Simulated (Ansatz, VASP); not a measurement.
HfC: VASP beside Ansatz

The input INCAR:

```
PREC = Accurate ; ENCUT = 600
EDIFF = 1E-6 ; ISMEAR = 0
SIGMA = 0.01 ; LREAL = False
LASPH = True ; NELM = 60
ALGO = Normal ; ISIF = 3
LWAVE = False ; LCHARG = False
GGA = PE ; IBRION = 2
NSW = 100 ; EDIFFG = -0.01
```

File KPOINTS:

```
Automatic mesh
0
Gamma
  14 14 14
```

Contents of POSCAR:

```
HfC
1.0
   -2.0099525752      2.0099525752      1.7867811792
    2.0099525752     -2.0099525752      1.7867811792
    2.0099525752      2.0099525752     -1.7867811792
Hf C
1 1
Direct
    0.2500000000      0.7500000000      0.5000000000
    0.0000000000      0.0000000000      0.0000000000
```

Input for Ansatz:

```yaml
crystal:
  lattice:
    - [-2.0099525752, 2.0099525752, 1.7867811792]
    - [2.0099525752, -2.0099525752, 1.7867811792]
    - [2.0099525752, 2.0099525752, -1.7867811792]
  atoms:
    - { symbol: Hf, position: [0.25, 0.75, 0.5] }
    - { symbol: C, position: [0.0, 0.0, 0.0] }
basis:
  ecutwfc: 420
kpoints:
  mp_grid: { grid: [14, 14, 14] }
hamiltonian:
  xc: pbe
scf:
  occupations: { method: gaussian, width: 0.01 }
output:
  forces: true
  stress: true
  eigenvalues: true
relax:
  adjacent_minimum: "off"
  f_tol: 0.01
  max_steps: 80
  cell: { stress_tol: 0.05 }
```

Alike in both runs: task relaxation of cell and atoms; functional PBE; k mesh 14 × 14 × 14; occupations gaussian, width 0.01 eV; no spin polarisation.

|  | VASP | Ansatz |
| --- | --- | --- |
| version | VASP 6.6.1 | Ansatz 0.2.0 |
| potentials or method | VASP PAW PBE potentials, release 64 (Hf_pv, C), cutoff 600 eV | scalar-relativistic, plane waves, PAW |
| valence electrons in the cell | 14 | 30 |

Ansatz gave:

- gap on the k mesh at the Fermi level, each at its own relaxed structure (eV): 0.05
- relaxed volume (Å³/atom): 14.44
- relaxed cell length with the largest relative difference (Å): 3.358

Task: Estimate VASP's values.

Result: gap on the k mesh at the Fermi level, each at its own relaxed structure (eV): 0.04; relaxed volume (Å³/atom): 14.35; relaxed cell length with the largest relative difference (Å): 3.351.

VASP's potentials hold 14 valence electrons a cell and Ansatz's 30, so a difference there can come from the potentials and not from the codes.

Spin-orbit coupling is off throughout.
